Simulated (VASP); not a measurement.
Wanted: the native input for a VASP 6.6.1 run.

```yaml
Task: single point
Functional: PBEsol
Potentials_or_basis: VASP PAW PBE potentials, release 64 (Hf_pv, N)
Cutoff: 520 eV
k_mesh: 11 × 11 × 11
Occupations: methfessel-paxton, width 0.15 eV
Spin: no spin polarisation
Dipole_correction: no
Further_INCAR_settings: ALGO = Normal; EDIFF = 1e-06; NBANDS = 14
```

The structure of HfN lies in POSCAR:

```
HfN
1.0
    3.4716430000      0.0000000000      0.0000000000
    1.7358215000      3.0065310309      0.0000000000
    1.7358215000      1.0021770103      2.8345846397
Hf N
1 1
Direct
    0.0000000000      0.0000000000      0.0000000000
    0.7500000000      0.7500000000      0.7500000000
```

The input as run:

INCAR

```
SYSTEM = HfN
PREC = Accurate
ENCUT = 520
EDIFF = 1E-6
ISMEAR = 1
SIGMA = 0.15
LREAL = .False.
LASPH = .True.
NELM = 80
ALGO = Normal
ISIF = 2
LWAVE = .False.
LCHARG = .False.
GGA = PS
NBANDS = 14
```

KPOINTS

```
regular mesh
0
Gamma
  11 11 11
  0 0 0
```

Potentials or basis: VASP PAW PBE potentials, release 64 (Hf_pv, N).

The run is started by

```console
$ cat potpaw_PBE.64/Hf_pv/POTCAR potpaw_PBE.64/N/POTCAR > POTCAR
$ mpirun -np 1 vasp_std > vasp.out
```

Results of the run:

- Pressure: -5.9 GPa

Caveat: the PAW data sets were made with another functional, which shifts forces and pressure a little.

It took 52 s on 1 thread of Intel(R) Xeon(R) Platinum 8259CL CPU @ 2.50GHz (Skylake/Cascade Lake), with other jobs on the host, peak memory 0.17 GiB.
